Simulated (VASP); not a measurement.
# SrVO3 (Pm-3m) in VASP: a series of runs

The runs below take SrVO3 through single point, with r2SCAN.

Program: VASP 6.6.1. These are calculated values, not measurements. Logs are shortened: lines on timing, memory, paths and dates and some standing lists are left out, and cuts for length are marked.

## (1) The cell of the first run

It takes space group Pm-3m (No. 221, cubic). The conventional cell has a = 3.866 Å, b = 3.866 Å, c = 3.866 Å, α = 90.00°, β = 90.00°, γ = 90.00°. Within 3.6 Å of Sr (site symmetry m-3m) lie 12 O at 2.73 Å and 8 V at 3.35 Å. Within 2.6 Å of V (site symmetry m-3m) lie 6 O at 1.93 Å. O (site symmetry 4/mmm) has 2 V at 1.93 Å within 2.6 Å.

## (2) Single point, r2SCAN, collinear spin, ferromagnetic start (11.55 Å³/atom)

Contents of POSCAR:

```
SrVO3
1.0
    3.8658103568      0.0000000000      0.0000000000
    0.0000000000      3.8658103568      0.0000000000
    0.0000000000      0.0000000000      3.8658103568
Sr V O
1 1 3
Direct
    0.5000000000      0.5000000000      0.5000000000
    0.0000000000      0.0000000000      0.0000000000
    0.5000000000      0.0000000000      0.0000000000
    0.0000000000      0.5000000000      0.0000000000
    0.0000000000      0.0000000000      0.5000000000
```

Contents of INCAR.step1:

```
PREC = Accurate ; ENCUT = 520
ISMEAR = 0 ; SIGMA = 0.05
LREAL = False ; LASPH = True
NELM = 150 ; ISPIN = 2
MAGMOM = 0 0.9 0 0 0 ; LMAXMIX = 4
NBANDS = 32 ; GGA = PE
ALGO = Normal ; EDIFF = 1E-4
LWAVE = True ; LCHARG = False
```

Contents of INCAR.step2:

```
PREC = Accurate ; ENCUT = 520
EDIFF = 1E-7 ; ISMEAR = 0
SIGMA = 0.05 ; LREAL = False
LASPH = True ; NELM = 150
ALGO = Normal ; ISIF = 2
LWAVE = False ; LCHARG = True
ISPIN = 2 ; MAGMOM = 0 0.9 0 0 0
LORBIT = 11 ; LMAXMIX = 4
METAGGA = R2SCAN ; LMIXTAU = True
LELF = True ; LVHAR = True
NBANDS = 32 ; ISTART = 1
```

Contents of KPOINTS:

```
regular mesh
0
Gamma
  8 8 8
```

Potentials or basis: VASP PAW PBE potentials, release 64 (Sr_sv, V_sv, O).

The run is started by

```bash
> cat potpaw_PBE.64/Sr_sv/POTCAR potpaw_PBE.64/V_sv/POTCAR potpaw_PBE.64/O/POTCAR > POTCAR
> cp INCAR.step1 INCAR
> mpirun -np 1 vasp_std > vasp.out
> cp INCAR.step2 INCAR
> mpirun -np 1 vasp_std > vasp.out
```

OUTCAR:

```text
PREC = Accurate
   ENCUT = 520
   EDIFF = 1E-7
   ISMEAR = 0
   LREAL = False
   LASPH = True
   NELM = 150
   ISIF = 2
   ISPIN = 2
   LORBIT = 11
   METAGGA = R2SCAN
   ISTART = 1

 ion  position               nearest neighbor table
   1  0.500  0.500  0.500-   3 2.73   4 2.73   5 2.73   3 2.73   4 2.73   3 2.73   5 2.73   3 2.73
                             4 2.73   5 2.73   4 2.73   5 2.73   2 3.35   2 3.35   2 3.35   2 3.35
   2  0.000  0.000  0.000-   3 1.93   4 1.93   5 1.93   5 1.93   4 1.93   3 1.93   1 3.35   1 3.35
                             1 3.35   1 3.35   1 3.35   1 3.35   1 3.35   1 3.35
   3  0.500  0.000  0.000-   2 1.93   2 1.93   1 2.73   1 2.73   1 2.73   1 2.73
   4  0.000  0.500  0.000-   2 1.93   2 1.93   1 2.73   1 2.73   1 2.73   1 2.73
   5  0.000  0.000  0.500-   2 1.93   2 1.93   1 2.73   1 2.73   1 2.73   1 2.73

  LATTYP: Found a simple cubic cell.
 ALAT       =     3.8658103568

  Lattice vectors:

 A1 = (   3.8658103568,   0.0000000000,   0.0000000000)
 A2 = (   0.0000000000,   3.8658103568,   0.0000000000)
 A3 = (   0.0000000000,   0.0000000000,   3.8658103568)

Analysis of symmetry for initial positions (statically):
=====================================================================
 Subroutine PRICEL returns:
 Original cell was already a primitive cell.

 Routine SETGRP: Setting up the symmetry group for a
 simple cubic supercell.

 Subroutine GETGRP returns: Found 48 space group operations
 (whereof 48 operations were pure point group operations)
 out of a pool of 48 trial point group operations.

The static configuration has the point symmetry O_h .

Analysis of symmetry for dynamics (positions and initial velocities):
=====================================================================
 Subroutine PRICEL returns:
 Original cell was already a primitive cell.

 Routine SETGRP: Setting up the symmetry group for a
 simple cubic supercell.

 Subroutine GETGRP returns: Found 48 space group operations
 (whereof 48 operations were pure point group operations)
 out of a pool of 48 trial point group operations.

The dynamic configuration has the point symmetry O_h .

Analysis of structural, dynamic, and magnetic symmetry:
=====================================================================
 Subroutine PRICEL returns:
 Original cell was already a primitive cell.

 Routine SETGRP: Setting up the symmetry group for a
 simple cubic supercell.

 Subroutine GETGRP returns: Found 48 space group operations
 (whereof 48 operations were pure point group operations)
 out of a pool of 48 trial point group operations.

[... 138 lines left out ...]
 Gauss-broadening in eV      SIGMA  =   0.05
  energy-cutoff  :      520.00
  volume of cell :       57.77
 maximum number of plane-waves:      1596
 NGX is ok and might be reduce to    30
   NGX = 15   NGY = 15   NGZ = 15

 number of electron      41.0000018 magnetization       0.1562489

 Free energy of the ion-electron system (eV)
  ---------------------------------------------------
  ext. energy  EPLUGINS =         0.00000000
  ---------------------------------------------------
  free energy    TOTEN  =       -62.33791138 eV

  energy without entropy =      -62.33443226  energy(sigma->0) =      -62.33617182

 E-fermi :   6.0904     XC(G=0): -12.1579

 val. band max:        6.0785572832   @ k =   0.5000   0.2500   0.0000
 cond. band min:       6.1068384702   @ k =   0.2500   0.2500   0.1250
 fundamental gap:      0.0282811870
 Fermi energy:         6.0903608778

 spin component 1

 k-point     1 :       0.0000    0.0000    0.0000
  band No.  band energies     occupation
      1     -62.7196      1.00000
      2     -35.4060      1.00000
      3     -35.4060      1.00000
      4     -35.4060      1.00000
      5     -29.8880      1.00000
      6     -14.8803      1.00000
[... 829 lines left out ...]
     31      16.7293      0.00000
     32      17.4692      0.00000

 [... further k-points ...]

 spin component 2

 k-point     1 :       0.0000    0.0000    0.0000
  band No.  band energies     occupation
      1     -62.5049      1.00000
      2     -35.1927      1.00000
      3     -35.1927      1.00000
      4     -35.1927      1.00000
      5     -29.8884      1.00000
      6     -14.8807      1.00000
[... 829 lines left out ...]
     31      16.7350      0.00000
     32      17.4765      0.00000

 [... further k-points ...]

------------------------ aborting loop because EDIFF is reached ----------------------------------------

  FORCE on cell =-STRESS in cart. coord.  units (eV):
  Direction    XX          YY          ZZ          XY          YZ          ZX
  --------------------------------------------------------------------------------------
  -------------------------------------------------------------------------------------
  Total       -1.7011916     -1.7011916     -1.7011916      0.0000000      0.0000000     -0.0000000
  in kB      -47.1782870    -47.1782870    -47.1782870      0.0000000      0.0000000     -0.0000000
  external PRESSURE =     -47.1782870 kB  Pullay stress =       0.0000000 kB

 VOLUME and BASIS-vectors are now :
 -----------------------------------------------------------------------------
  energy-cutoff  :      520.00
  volume of cell :       57.77
      direct lattice vectors                 reciprocal lattice vectors
     3.865810357  0.000000000  0.000000000     0.258677976  0.000000000  0.000000000
     0.000000000  3.865810357  0.000000000     0.000000000  0.258677976  0.000000000
     0.000000000  0.000000000  3.865810357     0.000000000  0.000000000  0.258677976

 POSITION                                       TOTAL-FORCE (eV/Angst)
 -----------------------------------------------------------------------------------
      1.93291      1.93291      1.93291         0.000000      0.000000      0.000000
      0.00000      0.00000      0.00000         0.000000      0.000000      0.000000
      1.93291      0.00000      0.00000         0.000000      0.000000      0.000000
      0.00000      1.93291      0.00000         0.000000      0.000000      0.000000
      0.00000      0.00000      1.93291         0.000000      0.000000      0.000000
 -----------------------------------------------------------------------------------
    total drift:                                0.000000     -0.000000      0.000000

  FREE ENERGIE OF THE ION-ELECTRON SYSTEM (eV)
  ---------------------------------------------------
  free  energy   TOTEN  =       -62.3379113844 eV

  energy  without entropy=      -62.3344322609  energy(sigma->0) =      -62.33617182

 total charge

# of ion       s       p       d       tot
------------------------------------------
    1        1.998   5.887   0.194   8.079
    2        2.270   6.329   2.869  11.468
    3        1.568   3.502   0.000   5.070
    4        1.568   3.502   0.000   5.070
    5        1.568   3.502   0.000   5.070
--------------------------------------------------
tot          8.971  22.721   3.063  34.756

 magnetization (x)

# of ion       s       p       d       tot
------------------------------------------
    1       -0.000  -0.000   0.000  -0.000
    2        0.001   0.001   0.154   0.156
    3       -0.000  -0.002   0.000  -0.002
    4       -0.000  -0.002   0.000  -0.002
    5       -0.000  -0.002   0.000  -0.002
--------------------------------------------------
tot          0.001  -0.005   0.154   0.149
```

OUTCAR.step1:

```text
PREC = Accurate
   ENCUT = 520
   ISMEAR = 0
   LREAL = False
   LASPH = True
[... 1935 lines left out ...]
      0.00000      0.00000      0.00000         0.000000      0.000000      0.000000
      1.93291      0.00000      0.00000         0.000000      0.000000      0.000000
      0.00000      1.93291      0.00000         0.000000      0.000000      0.000000
      0.00000      0.00000      1.93291         0.000000      0.000000      0.000000
 -----------------------------------------------------------------------------------
    total drift:                                0.000000     -0.000000      0.000000

  FREE ENERGIE OF THE ION-ELECTRON SYSTEM (eV)
  ---------------------------------------------------
  free  energy   TOTEN  =       -39.2796908818 eV

  energy  without entropy=      -39.2758948217  energy(sigma->0) =      -39.27779285
```

Wall time 13 min (1 thread of Intel Xeon 8259CL, shared host); peak memory 0.27 GiB.

What came out:

```
Free energy                                           : -62.3379 eV
Pressure                                              : -4.7 GPa
Net moment                                            : 0.16 μB per cell
Site moments                                          : Sr -0.00; V +0.16; O -0.00 μB
Valence electrons inside the program's atomic spheres : Sr 8.08; V 11.47; O 5.07
```

Caveat: the cell stands under tension; the PAW data sets were made with another functional, which shifts forces and pressure a little; semilocal functionals often make such compounds metallic where correlation or magnetic order opens a gap, which also shifts bond lengths. With open d or f shells a metallic result of r2SCAN can be an artefact of self-interaction; +U or a hybrid may open a gap.

## (3) Single point, r2SCAN, collinear spin, ferromagnetic start (11.78 Å³/atom)

This run uses another cell than the first one, of 11.78 Å³/atom.

Changes to POSCAR since step 2:

```diff
@@ -2,5 +2,5 @@
 1.0
-    3.8658103568      0.0000000000      0.0000000000
-    0.0000000000      3.8658103568      0.0000000000
-    0.0000000000      0.0000000000      3.8658103568
+    3.8909137249      0.0000000000      0.0000000000
+    0.0000000000      3.8909137249      0.0000000000
+    0.0000000000      0.0000000000      3.8909137249
 Sr V O
```

Contents of INCAR.step1:

```
PREC = Accurate
ENCUT = 520
ISMEAR = 0
SIGMA = 0.05
LREAL = False
LASPH = True
NELM = 150
ISPIN = 2
MAGMOM = 0 0.92 0 0 0
LMAXMIX = 4
NBANDS = 32
GGA = PE
ALGO = Normal
EDIFF = 1E-4
LWAVE = True
LCHARG = False
```

Contents of INCAR.step2:

```
PREC = Accurate
ENCUT = 520
EDIFF = 1E-6
ISMEAR = 0
SIGMA = 0.05
LREAL = False
LASPH = True
NELM = 150
ALGO = Normal
ISIF = 2
LWAVE = False
LCHARG = False
ISPIN = 2
MAGMOM = 0 0.92 0 0 0
LORBIT = 11
LMAXMIX = 4
METAGGA = R2SCAN
LMIXTAU = True
NBANDS = 32
ISTART = 1
```

KPOINTS is that of step 2.

Potentials or basis: VASP PAW PBE potentials, release 64 (Sr_sv, V_sv, O).

The run is started by

```bash
> cat potpaw_PBE.64/Sr_sv/POTCAR potpaw_PBE.64/V_sv/POTCAR potpaw_PBE.64/O/POTCAR > POTCAR
> cp INCAR.step1 INCAR
> mpirun -np 1 vasp_std > vasp.out
> cp INCAR.step2 INCAR
> mpirun -np 1 vasp_std > vasp.out
```

Wall time 12 min (1 thread of Intel Xeon 8259CL, shared host); peak memory 0.26 GiB.

The run converged. Its results:

```
Free energy                                           : -62.2941 eV
Pressure                                              : -8.1 GPa
Net moment                                            : 0.16 μB per cell
Site moments                                          : Sr -0.00; V +0.16; O -0.00 μB
Valence electrons inside the program's atomic spheres : Sr 8.07; V 11.42; O 5.06
```

Levels at points of the mesh, in eV from the Fermi level:
Spin up:
```
           k point  band 18  band 19  band 20  band 21  band 22  band 23
(0.00, 0.00, 0.00)    -2.66    -2.66    -2.66    -1.06    -1.06    -1.06
(0.50, 0.00, 0.00)    -4.23    -3.09    -3.09    -0.96     0.74     0.74
(0.50, 0.50, 0.00)    -3.84    -3.84    -2.33     0.72     0.72     1.08
(0.50, 0.50, 0.50)    -2.24    -2.24    -2.24     1.28     1.28     1.28
```
Spin down:
| k point | band 17 | band 18 | band 19 | band 20 | band 21 | band 22 | band 23 | band 24 |
| --- | --- | --- | --- | --- | --- | --- | --- | --- |
| (0.00, 0.00, 0.00) | -3.45 | -2.66 | -2.66 | -2.66 | -0.80 | -0.80 | -0.80 | 1.18 |
| (0.50, 0.00, 0.00) | -4.67 | -4.23 | -3.09 | -3.09 | -0.69 | 0.96 | 0.96 | 1.20 |
| (0.50, 0.50, 0.00) | -4.37 | -3.84 | -3.84 | -2.34 | 0.95 | 0.95 | 1.33 | 2.20 |
| (0.50, 0.50, 0.50) | -6.06 | -2.25 | -2.25 | -2.25 | 1.52 | 1.52 | 1.52 | 5.34 |

Caveat: the cell stands under tension; the PAW data sets were made with another functional, which shifts forces and pressure a little; semilocal functionals often make such compounds metallic where correlation or magnetic order opens a gap, which also shifts bond lengths.

## (4) Single point, r2SCAN, collinear spin, ferromagnetic start (12.12 Å³/atom)

This run uses another cell than the first one, of 12.12 Å³/atom.

Changes to POSCAR since step 3:

```diff
@@ -2,5 +2,5 @@
 1.0
-    3.8909137249      0.0000000000      0.0000000000
-    0.0000000000      3.8909137249      0.0000000000
-    0.0000000000      0.0000000000      3.8909137249
+    3.9279722764      0.0000000000      0.0000000000
+    0.0000000000      3.9279722764      0.0000000000
+    0.0000000000      0.0000000000      3.9279722764
 Sr V O
```

Contents of INCAR.step1:

```
PREC = Accurate
ENCUT = 520
ISMEAR = 0
SIGMA = 0.05
LREAL = F
LASPH = T
NELM = 150
ISPIN = 2
MAGMOM = 0 0.93 0 0 0
LMAXMIX = 4
NBANDS = 32
GGA = PE
ALGO = Normal
EDIFF = 1E-4
LWAVE = T
LCHARG = F
```

Contents of INCAR.step2:

```
PREC = Accurate
ENCUT = 520
EDIFF = 1E-6
ISMEAR = 0
SIGMA = 0.05
LREAL = F
LASPH = T
NELM = 150
ALGO = Normal
ISIF = 2
LWAVE = F
LCHARG = F
ISPIN = 2
MAGMOM = 0 0.93 0 0 0
LORBIT = 11
LMAXMIX = 4
METAGGA = R2SCAN
LMIXTAU = T
NBANDS = 32
ISTART = 1
```

KPOINTS is that of step 3.

The run is started by

```bash
> cat potpaw_PBE.64/Sr_sv/POTCAR potpaw_PBE.64/V_sv/POTCAR potpaw_PBE.64/O/POTCAR > POTCAR
> cp INCAR.step1 INCAR
> mpirun -np 1 vasp_std > vasp.out
> cp INCAR.step2 INCAR
> mpirun -np 1 vasp_std > vasp.out
```

Run time: 12 min. Hardware: 1 thread of Intel Xeon 8259CL, shared host; peak memory 0.27 GiB.

The run converged. Its results:

```yaml
Free_energy: -62.1871 eV
Pressure: -12.5 GPa
Net_moment: 0.16 μB per cell
Site_moments: Sr -0.00; V +0.16; O -0.00 μB
Valence_electrons_inside_the_program's_atomic_spheres: Sr 8.05; V 11.36; O 5.04
```

Levels at points of the mesh, in eV from the Fermi level:
Spin up:
```tsv
k point	band 18	band 19	band 20	band 21	band 22	band 23
(0.00, 0.00, 0.00)	-2.57	-2.57	-2.57	-1.01	-1.01	-1.01
(0.50, 0.00, 0.00)	-4.05	-2.98	-2.98	-0.92	0.70	0.70
(0.50, 0.50, 0.00)	-3.72	-3.72	-2.23	0.68	0.68	1.03
(0.50, 0.50, 0.50)	-2.15	-2.15	-2.15	1.22	1.22	1.22
```
Spin down:
```csv
k point,band 17,band 18,band 19,band 20,band 21,band 22,band 23,band 24
"(0.00, 0.00, 0.00)",-3.31,-2.58,-2.58,-2.58,-0.75,-0.75,-0.75,1.12
"(0.50, 0.00, 0.00)",-4.50,-4.05,-2.99,-2.99,-0.65,0.93,0.93,1.12
"(0.50, 0.50, 0.00)",-4.27,-3.72,-3.72,-2.24,0.92,0.92,1.28,2.08
"(0.50, 0.50, 0.50)",-5.88,-2.15,-2.15,-2.15,1.46,1.46,1.46,5.14
```

Caveat: the cell stands under tension; the PAW data sets were made with another functional, which shifts forces and pressure a little; semilocal functionals often make such compounds metallic where correlation or magnetic order opens a gap, which also shifts bond lengths.

## (5) Single point, r2SCAN, collinear spin, ferromagnetic start

This run uses another cell than the first one, of 11.33 Å³/atom.

Changes to POSCAR since step 4:

```diff
@@ -2,5 +2,5 @@
 1.0
-    3.9279722764      0.0000000000      0.0000000000
-    0.0000000000      3.9279722764      0.0000000000
-    0.0000000000      0.0000000000      3.9279722764
+    3.8403766576      0.0000000000      0.0000000000
+    0.0000000000      3.8403766576      0.0000000000
+    0.0000000000      0.0000000000      3.8403766576
 Sr V O
```

Contents of INCAR.step1:

```
PREC = Accurate
ENCUT = 520
ISMEAR = 0
SIGMA = 0.05
LREAL = False
LASPH = True
NELM = 150
ISPIN = 2
MAGMOM = 0 1 0 0 0
LMAXMIX = 4
NBANDS = 32
GGA = PE
ALGO = Normal
EDIFF = 1E-4
LWAVE = True
LCHARG = False
```

Contents of INCAR.step2:

```
PREC = Accurate
ENCUT = 520
EDIFF = 1E-6
ISMEAR = 0
SIGMA = 0.05
LREAL = False
LASPH = True
NELM = 150
ALGO = Normal
ISIF = 2
LWAVE = False
LCHARG = True
ISPIN = 2
MAGMOM = 0 1 0 0 0
LORBIT = 11
LMAXMIX = 4
METAGGA = R2SCAN
LMIXTAU = True
LELF = True
LVHAR = True
NBANDS = 32
ISTART = 1
```

Contents of KPOINTS:

```
Automatic mesh
0
Gamma
  8 8 8
```

The run is started by

```bash
> cat potpaw_PBE.64/Sr_sv/POTCAR potpaw_PBE.64/V_sv/POTCAR potpaw_PBE.64/O/POTCAR > POTCAR
> cp INCAR.step1 INCAR
> mpirun -np 1 vasp_std > vasp.out
> cp INCAR.step2 INCAR
> mpirun -np 1 vasp_std > vasp.out
```

It took 2.8 min on 1 thread of Intel Xeon 6975P-C (Granite Rapids), shared host; peak memory 0.26 GiB.

Results (log left out):

```yaml
Free_energy: -62.3566 eV
Pressure: -1.0 GPa
Net_moment: 0.16 μB per cell
Site_moments: Sr -0.00; V +0.15; O -0.00 μB
Valence_electrons_inside_the_program's_atomic_spheres: Sr 8.09; V 11.52; O 5.08
```

Levels at points of the mesh, in eV from the Fermi level:
Spin up:
| k point | band 18 | band 19 | band 20 | band 21 | band 22 | band 23 |
| --- | --- | --- | --- | --- | --- | --- |
| (0.00, 0.00, 0.00) | -2.78 | -2.78 | -2.78 | -1.13 | -1.13 | -1.13 |
| (0.50, 0.00, 0.00) | -4.48 | -3.24 | -3.24 | -1.01 | 0.79 | 0.79 |
| (0.50, 0.50, 0.00) | -4.02 | -4.02 | -2.47 | 0.77 | 0.77 | 1.15 |
| (0.50, 0.50, 0.50) | -2.38 | -2.38 | -2.38 | 1.37 | 1.37 | 1.37 |
Spin down:
```csv
k point,band 17,band 18,band 19,band 20,band 21,band 22,band 23,band 24
"(0.00, 0.00, 0.00)",-3.65,-2.78,-2.78,-2.78,-0.88,-0.88,-0.88,1.29
"(0.50, 0.00, 0.00)",-4.91,-4.49,-3.24,-3.24,-0.76,1.01,1.01,1.30
"(0.50, 0.50, 0.00)",-4.51,-4.02,-4.02,-2.47,0.99,0.99,1.39,2.37
"(0.50, 0.50, 0.50)",-6.31,-2.38,-2.38,-2.38,1.61,1.61,1.61,5.58
```

Caveat: the PAW data sets were made with another functional, which shifts forces and pressure a little; semilocal functionals often make such compounds metallic where correlation or magnetic order opens a gap, which also shifts bond lengths. With open d or f shells a metallic result of r2SCAN can be an artefact of self-interaction; +U or a hybrid may open a gap.

## (6) Overview

```tsv
cell	gap on the mesh (eV)	pressure (GPa)	moment (μB)
a = 3.866 Å, 5 atoms	none	-4.7	0.16
a = 3.891 Å, 5 atoms	none	-8.1	0.16
a = 3.928 Å, 5 atoms	none	-12.5	0.16
a = 3.840 Å, 5 atoms	none	-1.0	0.16
```

Alike in all rows: task single point; level r2SCAN; potentials or basis VASP PAW PBE potentials, release 64 (Sr_sv, V_sv, O); spin collinear, ferromagnetic start; k mesh 8 × 8 × 8; cutoff (eV) 520; smearing gaussian 0.05 eV.

Caveats: the PAW data sets were made with another functional, which shifts forces and pressure a little; semilocal functionals often make such compounds metallic where correlation or magnetic order opens a gap, which also shifts bond lengths; the cell stands under tension (at least some runs).

Total energies depend on the potentials used, so only differences within one code and one set of settings carry meaning.
